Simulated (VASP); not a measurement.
Input of a VASP 6.6.1 run:

The input INCAR:

```
PREC = Accurate
ENCUT = 600
EDIFF = 1E-8
ISMEAR = 0
SIGMA = 0.01
LREAL = False
LASPH = True
NELM = 100
ALGO = Normal
ISIF = 3
LWAVE = False
LCHARG = False
GGA = CA
IBRION = 6
NFREE = 2
POTIM = 0.015
NSW = 1
```

The input KPOINTS:

```
regular mesh
0
Gamma
  12 12 12
```

Contents of POSCAR:

```
SiC
1.0
    0.0000000000      2.1154716510      2.1154716510
    2.1154716510      0.0000000000      2.1154716510
    2.1154716510      2.1154716510      0.0000000000
Si C
1 1
Direct
    0.0000000000      0.0000000000      0.0000000000
    0.7500000000      0.7500000000      0.7500000000
```

Potentials or basis: VASP PAW LDA potentials, release 64 (Si, C).

Command:

```bash
$ cat potpaw_LDA.64/Si/POTCAR potpaw_LDA.64/C/POTCAR > POTCAR
$ mpirun -np 1 vasp_std > vasp.out
```

Task: Predict the elastic constants C11, C12, C44.

Result: 451, 191, 280 GPa.

Task: Predict the Voigt bulk modulus.

Result: 278 GPa.

Task: Estimate the highest phonon frequency at Γ, LO-TO splitting left out.

Result: 862 cm⁻¹.

Elastic tensor in Voigt notation (GPa, in the Cartesian axes of the cell as first typed):
```
451 191 191   0   0   0
191 451 191   0   0   0
191 191 451   0   0   0
  0   0   0 280   0   0
  0   0   0   0 280   0
  0   0   0   0   0 280
```

Caveat: the cell is under stress, which shifts elastic constants.
